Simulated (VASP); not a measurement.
**V2N3: single point with r2SCAN**

Crystal: V2N3.

```
V N
1.0
     2.77188    0.00000    0.00000
    -1.38594    2.40052    0.00000
     0.00000    0.00000    6.18142
V N
2 3
Cartesian
  1.3859 0.8002 1.8508
  0.0000 1.6003 4.3306
  0.0000 0.0000 3.0907
  0.0000 0.0000 0.6664
  0.0000 0.0000 5.5150
```

```json
{
  "Program": "VASP 6.6.1",
  "Task": "single point",
  "Functional": "r2SCAN",
  "Potentials or basis": "VASP PAW PBE potentials, release 64 (V_sv, N)",
  "Cutoff": "520 eV",
  "k mesh": "12 × 12 × 6",
  "Occupations": "gaussian, width 0.1 eV",
  "Spin": "collinear spin, ferromagnetic start",
  "Starting moments": "[0.42, 0.42, 0.0, 0.0, 0.0] μB",
  "Dipole correction": "no",
  "Further INCAR settings": "ALGO = Normal; EDIFF = 1e-07; NBANDS = 32"
}
```

```
Pressure                                              : 10.3 GPa
Largest force                                         : 0.379 eV/Å
Net moment                                            : 0.00 μB per cell
Valence electrons inside the program's atomic spheres : V 11.79; N 3.85
```

Forces in eV/Å, atoms in the order of the input:
```
V    0.000  0.000  0.379
V    0.000  0.000 -0.379
N    0.000  0.000  0.000
N    0.000  0.000 -0.073
N    0.000  0.000  0.073
```

Stress tensor (GPa, compression positive):
```
 9.70  0.00  0.00
 0.00  9.70  0.00
 0.00  0.00 11.37
```

Levels at points of the mesh, in eV from the Fermi level:
Spin up:
```tsv
k point	band 16	band 17	band 18	band 19	band 20	band 21	band 22	band 23	band 24	band 25
(0.00, 0.00, 0.00)	-3.81	-3.81	-2.24	-2.24	-0.50	0.56	0.56	1.04	2.30	2.30
(0.50, 0.00, 0.00)	-5.36	-4.03	-3.58	-1.55	-1.20	0.20	2.00	2.22	2.58	2.63
(0.00, 0.00, 0.50)	-4.38	-3.52	-1.51	-1.39	-1.39	0.34	0.34	1.09	1.60	1.60
(0.50, 0.00, 0.50)	-5.23	-4.89	-2.29	-1.99	-0.79	0.32	1.94	2.39	2.63	2.79
```
Spin down:
```
           k point  band 18  band 19  band 20  band 21  band 22  band 23
(0.00, 0.00, 0.00)    -2.24    -2.24    -0.50     0.56     0.56     1.04
(0.50, 0.00, 0.00)    -3.58    -1.55    -1.20     0.20     2.00     2.22
(0.00, 0.00, 0.50)    -1.51    -1.39    -1.39     0.34     0.34     1.09
(0.50, 0.00, 0.50)    -2.29    -1.99    -0.79     0.32     1.94     2.39
```

Run time: 20 min on 1 thread of Intel Xeon 8259CL, on a shared host, peak memory 0.33 GiB.

Caveat: the cell stands under pressure; the PAW data sets were made with another functional, which shifts forces and pressure a little. With open d or f shells a metallic result of r2SCAN can be an artefact of self-interaction; +U or a hybrid may open a gap.
